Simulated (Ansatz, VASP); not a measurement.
## Two plane-wave programs on Bi2Te3

INCAR

```
SYSTEM = Bi2Te3
  PREC = Accurate
  ENCUT = 520
  EDIFF = 1E-7
  ISMEAR = 0
  SIGMA = 0.01
  LREAL = .False.
  LASPH = .True.
  NELM = 80
  ALGO = Normal
  ISIF = 2
  LWAVE = .False.
  LCHARG = .False.
  GGA = PE
  NBANDS = 32
```

The input KPOINTS:

```
Automatic mesh
0
Gamma
  6 6 6
  0 0 0
```

Contents of POSCAR:

```
Bi2Te3
1.0
    2.1558233265      1.2446651775      9.9933339427
   -2.1558233265      1.2446651775      9.9933339427
    0.0000000000     -2.4893303551      9.9933339427
Bi Te
2 3
Direct
    0.4000000000      0.4000000000      0.4000000000
    0.6000000000      0.6000000000      0.6000000000
    0.0000000000      0.0000000000      0.0000000000
    0.2095000000      0.2095000000      0.2095000000
    0.7905000000      0.7905000000      0.7905000000
```

Input for Ansatz:

```yaml
crystal:
  lattice:
    - [2.1558233264739877, 1.2446651775378248, 9.993333942701845]
    - [-2.1558233264739877, 1.2446651775378248, 9.993333942701845]
    - [0.0, -2.4893303550756496, 9.993333942701845]
  atoms:
    - { symbol: Bi, position: [0.4, 0.4, 0.4] }
    - { symbol: Bi, position: [0.6, 0.6, 0.6] }
    - { symbol: Te, position: [0.0, 0.0, 0.0] }
    - { symbol: Te, position: [0.2095, 0.2095, 0.2095] }
    - { symbol: Te, position: [0.7905, 0.7905, 0.7905] }
basis:
  ecutwfc: 500.0
kpoints:
  mp_grid:
    grid: [6, 6, 6]
hamiltonian:
  xc: pbe
scf:
  occupations:
    method: fixed
output:
  stress: true
```

Alike in both runs: task single point; functional PBE; k mesh 6 × 6 × 6; no spin polarisation.

|  | VASP | Ansatz |
| --- | --- | --- |
| version | VASP 6.6.1 | Ansatz 0.2.0 |
| potentials or method | VASP PAW PBE potentials, release 64 (Bi_d, Te), cutoff 520 eV | plane waves, PAW |
| occupations | gaussian, width 0.01 eV | fixed |
| valence electrons in the cell | 48 | 78 |

```csv
,VASP,Ansatz,Ansatz less VASP
pressure (GPa),5.1,5.1,+0.01
```

VASP's potentials hold 48 valence electrons a cell and Ansatz's 78, so a difference there can come from the potentials and not from the codes.

Neither program's run includes spin-orbit coupling.
